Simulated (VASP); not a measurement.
Write the native input for VASP 6.6.1 that does the following.

```yaml
Task: single point
Functional: PBEsol
Potentials_or_basis: VASP PAW PBE potentials, release 64 (Ti_sv, O)
Cutoff: 520 eV
k_mesh: 10 × 10 × 1
Occupations: gaussian, width 0.1 eV
Spin: no spin polarisation
Dipole_correction: yes
Further_INCAR_settings: ALGO = Normal; EDIFF = 1e-06; NBANDS = 35
```

The structure of Ti4O lies in POSCAR:

```
Ti4O
1.0
    2.8679135958      0.0000000000      0.0000000000
    0.0000000000      2.8679135958      0.0000000000
    0.0000000000      0.0000000000     25.0837634544
Ti O
4 1
Direct
    0.5000000000      0.5000000000      0.3388646212
    0.0000000000      0.0000000000      0.4197105897
    0.5000000000      0.5000000000      0.4999901230
    0.0000000000      0.0000000000      0.5905159477
    0.0000000000      0.0000000000      0.6538469404
```

One way to write it, as run:

INCAR

```
SYSTEM = Ti4O
ALGO = Normal
DIPOL = 0.5 0.5 0.501
EDIFF = 1E-6
ENCUT = 520
GGA = PS
IDIPOL = 3
ISIF = 2
ISMEAR = 0
LASPH = .TRUE.
LCHARG = .TRUE.
LDIPOL = .TRUE.
LELF = .TRUE.
LREAL = .FALSE.
LVACPOTAV = .TRUE.
LVHAR = .TRUE.
LWAVE = .FALSE.
NBANDS = 35
NELM = 60
PREC = Accurate
SIGMA = 0.1
```

KPOINTS

```
k-points
0
G
  10 10 1
  0 0 0
```

Potentials or basis: VASP PAW PBE potentials, release 64 (Ti_sv, O).

Command:

```console
$ cat potpaw_PBE.64/Ti_sv/POTCAR potpaw_PBE.64/O/POTCAR > POTCAR
$ mpirun -np 1 vasp_std > vasp.out
```

It gave:

The largest force is 0.666 eV/Å and the band gap on the k mesh is zero (bands 27 and 28 overlap by 0.49 eV).

Caveat: the PAW data sets were made with another functional, which shifts forces and pressure a little.

Wall time 4.5 min on 1 thread of Intel Xeon 8259CL, on a shared host, peak memory 0.36 GiB.
